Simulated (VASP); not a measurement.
Crystal: Al.

```
Al
1.0
    -1.64280    1.64280    1.53660
     1.64280   -1.64280    1.53660
     1.64280    1.64280   -1.53660
Al
1
Direct
  0.00000 0.00000 0.00000
```

```yaml
Program: VASP 6.6.1
Task: relaxation of cell and atoms
Functional: r2SCAN
Potentials_or_basis: VASP PAW PBE potentials, release 64 (Al)
Cutoff: 600 eV
k_mesh: 18 × 18 × 18
Occupations: gaussian, width 0.1 eV
Spin: no spin polarisation
```

At the start: pressure -2.1 GPa; volume 16.59 Å³/atom.

Question: How do energy, volume and symmetry change on relaxing?

Answer: Over 13 steps the energy falls by 14.7 meV/atom and the volume is 16.30 Å³/atom (-1.7 %); space group I4/mmm (No. 139, to 0.1 Å) before and after.

The path:
```csv
step,energy change (eV),largest force (eV/Å),pressure (GPa),volume (Å³)
1,0.0000,0.0000,-2.12,16.59
2,-0.0042,0.0000,0.49,16.07
3,-0.0042,0.0000,0.38,16.09
4,-0.0051,0.0000,0.28,16.11
5,-0.0088,0.0000,0.14,16.16
6,-0.0125,0.0000,-0.05,16.24
7,-0.0132,0.0000,-0.04,16.25
8,-0.0147,0.0000,0.10,16.27
9,-0.0146,0.0000,0.22,16.27
10,-0.0147,0.0000,0.14,16.27
11,-0.0147,0.0000,0.16,16.27
12,-0.0144,0.0000,-0.64,16.42
13,-0.0147,0.0000,-0.01,16.30
```

Final structure:
```cif
data_structure
_symmetry_space_group_name_H-M 'P 1'
_symmetry_Int_Tables_number 1
_cell_length_a 2.7930
_cell_length_b 2.7930
_cell_length_c 2.7930
_cell_angle_alpha 104.274
_cell_angle_beta 104.274
_cell_angle_gamma 120.457
_cell_volume 16.30
loop_
_atom_site_label
_atom_site_type_symbol
_atom_site_fract_x
_atom_site_fract_y
_atom_site_fract_z
_atom_site_occupancy
Al1 Al 0.00000 0.00000 0.00000 1
```

Caveat: the PAW data sets were made with another functional, which shifts forces and pressure a little.
